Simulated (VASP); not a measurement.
# C (Fd-3m) in VASP: vibrations by perturbation theory with PBEsol

Aim: the vibrations by perturbation theory of C with PBEsol.

Everything below comes from runs of VASP 6.6.1. Logs are shortened: lines on timing, memory, paths and dates and some standing lists are left out, and cuts for length are marked.

## 1. The cell of the first run

Symmetry: Fd-3m, No. 227, cubic system. Conventional cell: a = 3.567 Å, b = 3.567 Å, c = 3.567 Å, α = 90.00°, β = 90.00°, γ = 90.00°. C (site symmetry -43m) has 4 C at 1.54 Å within 2.1 Å.

## 2. Vibrations by perturbation theory, PBEsol

File INCAR:

```
SYSTEM = C
ALGO     = Normal         ! electronic algorithm
EDIFF    = 1E-8           ! SCF threshold, eV
ENCUT    = 520            ! plane-wave cutoff, eV
GGA      = PS             ! functional
IBRION   = 8              ! ionic algorithm
ISIF     = 2              ! what is computed and relaxed
ISMEAR   = -1             ! smearing method
LASPH    = .TRUE.         ! aspherical terms in the spheres
LCHARG   = .TRUE.         ! write CHGCAR
LREAL    = .FALSE.        ! projectors in reciprocal space
LWAVE    = .FALSE.        ! write WAVECAR
NBANDS   = 11             ! bands
NELM     = 80             ! most SCF steps
NSW      = 1              ! ionic steps
PREC     = Accurate       ! precision mode
SIGMA    = 0.1            ! smearing width, eV
```

File KPOINTS:

```
k-points
0
G
  8 8 8
  0 0 0
```

File POSCAR:

```
C
1.0
    0.0000000000      1.7833700000      1.7833700000
    1.7833700000      0.0000000000      1.7833700000
    1.7833700000      1.7833700000      0.0000000000
C
2
Direct
    0.0000000000      0.0000000000      0.0000000000
    0.2500000000      0.2500000000      0.2500000000
```

Potentials or basis: VASP PAW PBE potentials, release 64 (C).

Command:

```
$ cat potpaw_PBE.64/C/POTCAR > POTCAR
$ mpirun -np 1 vasp_std > vasp.out
```

OUTCAR:

```text
SYSTEM = C
   EDIFF = 1E-8
   ENCUT = 520
   GGA = PS
   IBRION = 8
   ISIF = 2
   ISMEAR = -1
   LASPH = .TRUE.
   LREAL = .FALSE.
   NELM = 80
   NSW = 1
   PREC = Accurate

 ion  position               nearest neighbor table
   1  0.000  0.000  0.000-   2 1.54   2 1.54   2 1.54   2 1.54
   2  0.250  0.250  0.250-   1 1.54   1 1.54   1 1.54   1 1.54

  LATTYP: Found a face centered cubic cell.
 ALAT       =     3.5667400000

  Lattice vectors:

 A1 = (   0.0000000000,   1.7833700000,   1.7833700000)
 A2 = (   1.7833700000,   0.0000000000,   1.7833700000)
 A3 = (   1.7833700000,   1.7833700000,   0.0000000000)

Analysis of symmetry for initial positions (statically):
=====================================================================
 Subroutine PRICEL returns:
 Original cell was already a primitive cell.

 Routine SETGRP: Setting up the symmetry group for a
 face centered cubic supercell.

 Subroutine GETGRP returns: Found 48 space group operations
 (whereof 24 operations were pure point group operations)
 out of a pool of 48 trial point group operations.

The static configuration has the point symmetry T_d .
 The point group associated with its full space group is O_h .

Analysis of symmetry for dynamics (positions and initial velocities):
=====================================================================
 Subroutine PRICEL returns:
 Original cell was already a primitive cell.

 Routine SETGRP: Setting up the symmetry group for a
 face centered cubic supercell.

 Subroutine GETGRP returns: Found 48 space group operations
 (whereof 24 operations were pure point group operations)
 out of a pool of 48 trial point group operations.

The dynamic configuration has the point symmetry T_d .
 The point group associated with its full space group is O_h .

 Subroutine INISYM returns: Found 48 space group operations
 (whereof 24 operations are pure point group operations),
 and found     1 'primitive' translations

----------------------------------------------------------------------------------------
[... 495 lines left out ...]
  external PRESSURE =     -37.5216585 kB  Pullay stress =       0.0000000 kB

 VOLUME and BASIS-vectors are now :
 -----------------------------------------------------------------------------
  energy-cutoff  :      520.00
  volume of cell :       11.34
      direct lattice vectors                 reciprocal lattice vectors
     0.000000000  1.783370000  1.783370000    -0.280368067  0.280368067  0.280368067
     1.783370000  0.000000000  1.783370000     0.280368067 -0.280368067  0.280368067
     1.783370000  1.783370000  0.000000000     0.280368067  0.280368067 -0.280368067

 POSITION                                       TOTAL-FORCE (eV/Angst)
 -----------------------------------------------------------------------------------
      0.00000      0.00000      0.00000         0.000000      0.000000      0.000000
      0.89168      0.89168      0.89168        -0.000000     -0.000000     -0.000000
 -----------------------------------------------------------------------------------
    total drift:                                0.000000      0.000000      0.000000

  FREE ENERGIE OF THE ION-ELECTRON SYSTEM (eV)
  ---------------------------------------------------
  free  energy   TOTEN  =       -19.2479903169 eV

  energy  without entropy=      -19.2479903167  energy(sigma->0) =      -19.24799032

[... ionic steps 2 to 3 ...]

--------------------------------------- Ionic step        4  -------------------------------------------

 Free energy of the ion-electron system (eV)
  ---------------------------------------------------
  ---------------------------------------------------
  free energy    TOTEN  =        -0.11131484 eV

  energy without entropy =       -0.11131484

------------------------ aborting loop because EDIFF is reached ----------------------------------------

 INTERNAL STRAIN TENSOR  FOR ION    1  DIRECTION 1   (eV/Angst):
 -----------------------------------------------------------------------------
     0.01254  0.00000  0.00000
     0.00000 -0.00557  3.35333
     0.00000  3.35333 -0.00557

 INTERNAL STRAIN TENSOR FOR ION    2 for displacements in x,y,z  (eV/Angst):
          X           Y           Z          XY          YZ          ZX
  --------------------------------------------------------------------------------
  x     0.00000    -0.00000    -0.00000     0.00000    -3.35333     0.00000
  y     0.00000     0.00000     0.00000     0.00000     0.00000    -3.35333
  z    -0.00000    -0.00000     0.00000    -3.35333     0.00000     0.00000

 SECOND DERIVATIVES (NOT SYMMETRIZED)
 ------------------------------------
               1X          1Y          1Z          2X          2Y          2Z
  1X   -37.086165    0.000000    0.000000   37.086165    0.000000    0.000000
  1Y     0.000000  -37.086165    0.000000    0.000000   37.086165    0.000000
  1Z     0.000000    0.000000  -37.086165    0.000000    0.000000   37.086165
  2X    37.086165    0.000000    0.000000  -37.086165    0.000000    0.000000
  2Y     0.000000   37.086165    0.000000    0.000000  -37.086165    0.000000
  2Z     0.000000    0.000000   37.086165    0.000000    0.000000  -37.086165

 Eigenvectors and eigenvalues of the dynamical matrix
 ----------------------------------------------------

   1 f  =   38.849202 THz   244.096735 2PiTHz 1295.869891 cm-1   160.667317 meV
             X         Y         Z           dx          dy          dz
      0.000000  0.000000  0.000000     0.707107    0.000000    0.000000
      0.891685  0.891685  0.891685    -0.707107    0.000000    0.000000
[... 16 lines left out ...]
   5 f  =    0.000000 THz     0.000000 2PiTHz    0.000000 cm-1     0.000000 meV
             X         Y         Z           dx          dy          dz
      0.000000  0.000000  0.000000     0.707107    0.000000    0.000000
      0.891685  0.891685  0.891685     0.707107    0.000000    0.000000

   6 f/i=    0.000000 THz     0.000003 2PiTHz    0.000016 cm-1     0.000002 meV
             X         Y         Z           dx          dy          dz
      0.000000  0.000000  0.000000     0.000000    0.146366    0.691793
      0.891685  0.891685  0.891685     0.000000    0.146366    0.691793

--------------------------------------------------------------------------------------------------------

 ELASTIC MODULI CONTR FROM IONIC RELAXATION (kBar)
 Direction    XX          YY          ZZ          XY          YZ          ZX
 --------------------------------------------------------------------------------
 XX          -0.0000     -0.0000     -0.0000     -0.0000      0.0000      0.0000
 YY          -0.0000     -0.0000     -0.0000     -0.0000     -0.0000     -0.0000
 ZZ          -0.0000     -0.0000     -0.0000      0.0000     -0.0000      0.0000
 XY          -0.0000     -0.0000      0.0000    -42.8249      0.0000     -0.0000
 YZ           0.0000     -0.0000     -0.0000      0.0000    -42.8249      0.0000
 ZX           0.0000     -0.0000      0.0000     -0.0000      0.0000    -42.8249
 --------------------------------------------------------------------------------
```

OSZICAR:

```text
N       E                     dE             d eps       ncg     rms          rms(c)
DAV:   1    -0.148954782670E+01   -0.14895E+01   -0.45876E+03   638   0.707E+02
DAV:   2    -0.195360703346E+02   -0.18047E+02   -0.17401E+02   844   0.120E+02
[... 21 lines left out ...]
RMM:   4    -0.111409891624E+00   -0.70738E-03   -0.56127E-04  3153   0.918E-02    0.128E-02
RMM:   5    -0.111324615499E+00    0.85276E-04   -0.44875E-05  3426   0.103E-02    0.100E-03
RMM:   6    -0.111318454984E+00    0.61605E-05   -0.46069E-06  3428   0.594E-04    0.482E-04
RMM:   7    -0.111315265397E+00    0.31896E-05   -0.18975E-06  3474   0.331E-04    0.649E-05
RMM:   8    -0.111314883283E+00    0.38211E-06    0.29883E-08  3524   0.424E-05    0.751E-06
RMM:   9    -0.111314832555E+00    0.50728E-07    0.45555E-08  3604   0.650E-06    0.209E-06
RMM:  10    -0.111314836549E+00   -0.39947E-08   -0.19651E-09  3038   0.200E-06    0.224E-07
 Linear response finished
```

Run time: 26 s. Hardware: 1 thread of Intel Xeon 6975P-C, shared host; peak memory 0.14 GiB.

What came out:

```
Highest phonon frequency at Γ : 1296 cm⁻¹
```

Phonon frequencies in cm⁻¹ (negative: imaginary):
```csv
q point,frequencies
"(0.000, 0.000, 0.000)",0 0 0 1296 1296 1296
```

Caveat: the k points lie up to 0.38 Å⁻¹ apart; the cell wasn't relaxed at this level first, which shifts response properties; the PAW data sets were made with another functional, which shifts forces and pressure a little.
